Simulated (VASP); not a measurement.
Set up this calculation in VASP 6.6.1, as the native input.

```yaml
Task: single point
Functional: PBEsol
Potentials_or_basis: VASP PAW PBE potentials, release 64 (C)
Cutoff: 520 eV
k_mesh: 12 × 12 × 12
Occupations: gaussian, width 0.05 eV
Spin: no spin polarisation
Dipole_correction: no
Further_INCAR_settings: ALGO = Normal; EDIFF = 1e-07; NBANDS = 11
```

The structure of C lies in POSCAR:

```
C
1.0
    0.0000000000      1.7834000000      1.8547360000
    1.7834000000      0.0000000000      1.8547360000
    1.7834000000      1.7834000000      0.0000000000
C
2
Direct
    0.5000000000      0.5000000000      0.5000000000
    0.7500000000      0.7500000000      0.7500000000
```

This cell differs from its parent crystal: strain +0.000 along x and y, +0.040 along z.

These files were run (other wordings do the same):

INCAR

```
SYSTEM = C
  PREC = Accurate
  ENCUT = 520
  EDIFF = 1E-7
  ISMEAR = 0
  SIGMA = 0.05
  LREAL = .False.
  LASPH = .True.
  NELM = 60
  ALGO = Normal
  ISIF = 2
  LWAVE = .False.
  LCHARG = .False.
  GGA = PS
  NBANDS = 11
```

KPOINTS

```
Automatic mesh
0
Gamma
  12 12 12
  0 0 0
```

Potentials or basis: VASP PAW PBE potentials, release 64 (C).

The run is started by

```sh
$ cat potpaw_PBE.64/C/POTCAR > POTCAR
$ mpirun -np 1 vasp_std > vasp.out
```

It gave:

The pressure is -19.7 GPa and the band gap on the k mesh is 3.46 eV (least direct gap 5.09 eV).

Caveat: the cell differs from its parent crystal (strain +0.000 along x and y, +0.040 along z); the cell stands under tension; the PAW data sets were made with another functional, which shifts forces and pressure a little.

Wall time 16 s on 1 thread of Intel(R) Xeon(R) Platinum 8259CL CPU @ 2.50GHz (Skylake/Cascade Lake) (shared host), peak memory 0.13 GiB.
